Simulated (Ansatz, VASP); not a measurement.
**One calculation of Ta, two programs**

```
Ta
1.0
    -1.65128    1.65128    1.68431
     1.65128   -1.65128    1.68431
     1.65128    1.65128   -1.68431
Ta
1
Direct
  0.00000 0.00000 0.00000
```

Change from the starting cell: zz strain of +2 %, crystal datasets.

Alike in both runs: task electric field gradients; functional PBEsol; k mesh 17 × 17 × 17; occupations fermi-dirac, width 0.08 eV; no spin polarisation.

|  | VASP | Ansatz |
| --- | --- | --- |
| version | VASP 6.6.1 | Ansatz 0.2.0 |
| potentials or method | VASP PAW PBE potentials, release 64 (Ta_pv), cutoff 520 eV | all-electron PAW with datasets made for the crystal, scalar-relativistic |

Ansatz gave:

| Property | Result |
| --- | --- |
| pressure (GPa) | -7.5 |
| traceless stress, the component that is largest in VASP (GPa) | -1.29 |
| size of Vzz on the site where it differs most (V/Å²) | 13.9 |

Task: Estimate VASP's values.

Result: Pressure (GPa): -7.3; traceless stress, the component that is largest in VASP (GPa): -1.29; size of Vzz on the site where it differs most (V/Å²): 13.3.

VASP's potentials were made for PBE, not for PBEsol. Ansatz ran all-electron here, and VASP with PAW potentials.

Neither program's run includes spin-orbit coupling.
